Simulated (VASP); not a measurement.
Input of a VASP 6.6.1 run:

Contents of INCAR:

```
ALGO     = Normal         # electronic algorithm
EDIFF    = 1E-6           # SCF threshold, eV
ENCUT    = 520            # plane-wave cutoff, eV
GGA      = PE             # functional
ISIF     = 2              # what is computed and relaxed
ISMEAR   = -1             # smearing method
LASPH    = True           # aspherical terms in the spheres
LCHARG   = False          # write CHGCAR
LREAL    = False          # projectors in reciprocal space
LWAVE    = False          # write WAVECAR
NBANDS   = 10             # bands
NELM     = 100            # most SCF steps
PREC     = Accurate       # precision mode
SIGMA    = 0.1            # smearing width, eV
```

KPOINTS

```
k-points
0
Gamma
  6 6 6
```

File POSCAR:

```
Na
1.0
   -2.0985560866      2.0985560866      2.0985560866
    2.0985560866     -2.0985560866      2.0985560866
    2.0985560866      2.0985560866     -2.0985560866
Na
1
Direct
    0.0000000000      0.0000000000      0.0000000000
```

Potentials or basis: VASP PAW PBE potentials, release 64 (Na_pv).

Run with:

```sh
$ cat potpaw_PBE.64/Na_pv/POTCAR > POTCAR
$ mpirun -np 1 vasp_std > vasp.out
```

Q: What does it give for the pressure?

A: 0.1 GPa.

Q: Estimate the band gap on the k mesh.

A: Zero (an odd number of electrons rules out a gap without spin polarisation).
